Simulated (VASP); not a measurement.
Crystal: GaSb.

```
Ga Sb
1.0
     0.00000    3.00456    3.00456
     3.00456    0.00000    3.00456
     3.00456    3.00456    0.00000
Ga Sb
1 1
Direct
  0.00000 0.00000 0.00000
  0.25000 0.25000 0.25000
```

This cell differs from its parent crystal: strain -2.0%.

Base run:

```yaml
Program: VASP 6.6.1
Functional: r2SCAN
Potentials_or_basis: VASP PAW PBE potentials, release 64 (Ga_d, Sb)
Cutoff: 520 eV
k_mesh: 8 × 8 × 8
Occupations: gaussian, width 0.01 eV
Spin: no spin polarisation
```

Its results: band gap on the k mesh 0.81 eV, indirect (least direct gap 0.87 eV); pressure 3.9 GPa.

Problem. The run is repeated on the same cell with these changes: functional from r2SCAN to PBE; occupations from gaussian, width 0.01 eV to fermi-dirac, width 0.02 eV. What comes out?

Solution. Band gap on the k mesh 0.43 eV, direct; pressure 5.8 GPa.

Caveats: spin-orbit coupling is left out, which moves the levels of the heavy elements; the PAW data sets were made with another functional, which shifts forces and pressure a little (some runs).

A k mesh can miss the band edges.
